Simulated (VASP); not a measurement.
Set up this calculation in VASP 6.6.1, as the native input.

```
Task                               : single point
Functional                         : HSE06
Potentials or basis                : VASP PAW PBE potentials, release 64 (K_sv, Cl)
Cutoff                             : 520 eV
k mesh                             : 6 × 6 × 6
Occupations                        : gaussian, width 0.01 eV
Spin                               : no spin polarisation
Dipole correction                  : no
Grid for exact exchange (PRECFOCK) : Normal
Further INCAR settings             : ALGO = Normal; EDIFF = 1e-06; NBANDS = 15
Share of exact exchange            : 0.25
Screening parameter                : 0.2079 1/Å
```

The system is KCl.

```xyz
2
Lattice="0.0000 3.1465 3.1465 3.1465 0.0000 3.1465 3.1465 3.1465 0.0000" Properties=species:S:1:pos:R:3 pbc="T T T"
K     0.0000    0.0000    0.0000
Cl    3.1465    3.1465    3.1465
```

The input as run:

POSCAR

```
KCl
1.0
    0.0000000000      3.1464700000      3.1464700000
    3.1464700000      0.0000000000      3.1464700000
    3.1464700000      3.1464700000      0.0000000000
K Cl
1 1
Direct
    0.0000000000      0.0000000000      0.0000000000
    0.5000000000      0.5000000000      0.5000000000
```

INCAR.step1

```
SYSTEM = KCl
PREC = Accurate ; ENCUT = 520
EDIFF = 1E-5 ; ISMEAR = 0
SIGMA = 0.01 ; LREAL = .FALSE.
LASPH = .TRUE. ; NELM = 100
ALGO = Normal ; ISIF = 2
LWAVE = .TRUE. ; LCHARG = .FALSE.
GGA = PE ; NBANDS = 15
```

INCAR.step2

```
SYSTEM = KCl
PREC = Accurate ; ENCUT = 520
EDIFF = 1E-6 ; ISMEAR = 0
SIGMA = 0.01 ; LREAL = .FALSE.
LASPH = .TRUE. ; NELM = 100
ALGO = Normal ; ISIF = 2
LWAVE = .FALSE. ; LCHARG = .FALSE.
GGA = PE ; LHFCALC = .TRUE.
HFSCREEN = 0.2079 ; PRECFOCK = Normal
ISTART = 1 ; NBANDS = 15
```

KPOINTS

```
Automatic mesh
0
G
  6 6 6
  0 0 0
```

Potentials or basis: VASP PAW PBE potentials, release 64 (K_sv, Cl).

The run is started by

```console
$ cat potpaw_PBE.64/K_sv/POTCAR potpaw_PBE.64/Cl/POTCAR > POTCAR
$ cp INCAR.step1 INCAR
$ mpirun -np 1 vasp_std > vasp.out
$ cp INCAR.step2 INCAR
$ mpirun -np 1 vasp_std > vasp.out
```

Results of the run:

The pressure is 0.5 GPa and the band gap on the k mesh is 6.50 eV.

Caveat: the PAW data sets were made with another functional, which shifts forces and pressure a little.

Wall time 41 min on 1 thread of Intel(R) Xeon(R) Platinum 8375C CPU @ 2.90GHz (Ice Lake), on a shared host, peak memory 0.33 GiB.
